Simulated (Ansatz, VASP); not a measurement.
## One calculation of TiAl, two programs

INCAR

```
SYSTEM = TiAl
ALGO = Normal ; EDIFF = 1E-7
ENCUT = 520 ; GGA = CA
ISIF = 2 ; ISMEAR = -1
LASPH = .True. ; LCHARG = .False.
LREAL = .False. ; LWAVE = .False.
NBANDS = 14 ; NELM = 80
PREC = Accurate ; SIGMA = 0.05
```

File KPOINTS:

```
k-points
0
Gamma
  11 11 6
  0 0 0
```

Contents of POSCAR:

```
TiAl
1.0
    2.9049936943      0.0000000000      0.0000000000
   -1.4524968471      2.5157983370      0.0000000000
    0.0000000000      0.0000000000      4.7396437833
Ti Al
1 1
Direct
    0.0000000000      0.0000000000      0.0000000000
    0.3333333333      0.6666666667      0.5000000000
```

The input input.yaml:

```yaml
crystal:
  lattice:
    - [2.9049936943, 0.0, 0.0]
    - [-1.4524968471, 2.515798337, 0.0]
    - [0.0, 0.0, 4.7396437833]
  atoms:
    - { symbol: Ti, position: [0.0, 0.0, 0.0] }
    - { symbol: Al, position: [0.3333333333, 0.6666666667, 0.5] }
kpoints:
  mp_grid: { grid: [11, 11, 6] }
scf:
  occupations: { method: fermi_dirac, width: 0.05 }
hamiltonian:
  xc: lda
  pseudopotentials: { kind: all_electron, lapw: { basis_error: 0.001 } }
output:
  forces: true
  stress: true
  eigenvalues: true
```

Change from the starting cell: volume scaled by 1.04.

Alike in both runs: task single point; functional LDA; k mesh 11 × 11 × 6; occupations fermi-dirac, width 0.05 eV; no spin polarisation.

|  | VASP | Ansatz |
| --- | --- | --- |
| version | VASP 6.6.1 | Ansatz 0.2.0 |
| potentials or method | VASP PAW LDA potentials, release 64 (Ti_sv, Al), cutoff 520 eV | all-electron LAPW, scalar-relativistic |

|  | VASP | Ansatz | Ansatz less VASP |
| --- | --- | --- | --- |
| gap on the k mesh at the Fermi level (eV) | none | none | - |
| pressure (GPa) | -9.4 | -9.5 | -0.07 |
| traceless stress, the component that is largest in VASP (GPa) | -1.21 | -1.26 | -0.049 |

LDA's correlation is that of Perdew and Zunger in VASP and of Perdew and Wang (1992) in Ansatz. A gap of «none» marks a metal or a gap that the smearing closes. Ansatz ran all-electron here, and VASP with PAW potentials.
